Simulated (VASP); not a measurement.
Input of a VASP 6.6.1 run:

File INCAR:

```
PREC = Accurate ; ENCUT = 520
EDIFF = 1E-6 ; ISMEAR = 0
SIGMA = 0.15 ; LREAL = F
LASPH = T ; NELM = 80
ALGO = Normal ; ISIF = 2
LWAVE = F ; LCHARG = F
GGA = PE ; NBANDS = 10
```

File KPOINTS:

```
regular mesh
0
Gamma
  10 10 10
```

File POSCAR:

```
Re
1.0
    0.0000000000      1.9577236186      2.1192358171
    1.8500488196      0.0000000000      2.1192358171
    1.8500488196      1.9577236186      0.0000000000
Re
1
Direct
    0.0000000000      0.0000000000      0.0000000000
```

Potentials or basis: VASP PAW PBE potentials, release 64 (Re).

Command:

```console
$ cat potpaw_PBE.64/Re/POTCAR > POTCAR
$ mpirun -np 1 vasp_std > vasp.out
```

(1) Estimate the pressure.

Results:

(1) -6.8 GPa.

Caveat: the cell differs from its parent crystal (normal strain along x -0.0550, normal strain along z +0.0825).
